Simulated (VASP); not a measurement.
Runs of VASP 6.6.1 on TiB2. The structure is that of space group P6/mmm (No. 191), or close to it. The cells are those of the table. 

```tsv
task	cell	k mesh	cutoff (eV)	smearing	gap on the mesh (eV)	pressure (GPa)	relaxed volume (Å³/atom)
single point	a = 3.026, b = 3.026, c = 3.229 Å, angles 90.0, 90.0, 120.0°, 3 atoms	6 × 6 × 6	520	gaussian 0.1 eV	none	(a)	-
single point	a = 3.033, b = 3.033, c = 3.224 Å, angles 90.0, 90.0, 120.0°, 3 atoms	15 × 15 × 14	520	fermi-dirac 0.15 eV	none	0.2	-
single point	a = 3.032, b = 3.032, c = 3.224 Å, angles 90.0, 90.0, 120.0°, 3 atoms	15 × 15 × 14	520	gaussian 0.1 eV	none	0.2	-
relaxation of cell and atoms	relaxed from a = 3.032, b = 3.032, c = 3.224 Å, angles 90.0, 90.0, 120.0°, 3 atoms	15 × 15 × 14	600	fermi-dirac 0.15 eV	none	0.0	8.57
relaxation of cell and atoms	relaxed from a = 3.026, b = 3.026, c = 3.229 Å, angles 90.0, 90.0, 120.0°, 3 atoms	15 × 15 × 14	600	gaussian 0.1 eV	none	0.0	8.56
```

Alike in all rows: level PBE; potentials or basis VASP PAW PBE potentials, release 64 (Ti_sv, B); no spin polarisation.

Task: Fill in the values left out.

Result: (a) 1.3.

Caveats: some runs use coarse meshes.

A gap of «none» marks levels without a gap at the run's occupations.
